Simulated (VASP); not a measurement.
A run of VASP 6.6.1 is set up as follows.

INCAR

```
PREC = Accurate
ENCUT = 520
EDIFF = 1E-6
ISMEAR = -1
SIGMA = 0.05
LREAL = F
LASPH = T
NELM = 80
ALGO = Normal
ISIF = 2
LWAVE = F
LCHARG = T
LELF = T
LVHAR = T
NBANDS = 16
```

Contents of KPOINTS:

```
Automatic mesh
0
Gamma
  12 12 4
```

POSCAR

```
C
1.0
    1.2280479700     -2.1270618200      0.0000000000
    1.2280479700      2.1270618200      0.0000000000
    0.0000000000      0.0000000000      7.1732677600
C
4
Direct
    0.9166205400      0.0833794600      0.7531376000
    0.4166205400      0.5833794600      0.2468624000
    0.0833794600      0.9166205400      0.2468624000
    0.5833794600      0.4166205400      0.7531376000
```

Potentials or basis: VASP PAW LDA potentials, release 64 (C).

The run is started by

```sh
$ cat potpaw_LDA.64/C/POTCAR > POTCAR
$ mpirun -np 1 vasp_std > vasp.out
```

Question: What does it give for the band gap on the k mesh?

Answer: 0.02 eV.

Question: What does it give for the pressure?

Answer: -3.2 GPa.

Question: What does it give for the largest force?

Answer: 0.025 eV/Å.

Forces on the atoms (eV/Å):
```
C    0.000 -0.025 -0.002
C    0.000 -0.025  0.002
C    0.000  0.025  0.002
C    0.000  0.025 -0.002
```

A k mesh can miss the band edges.
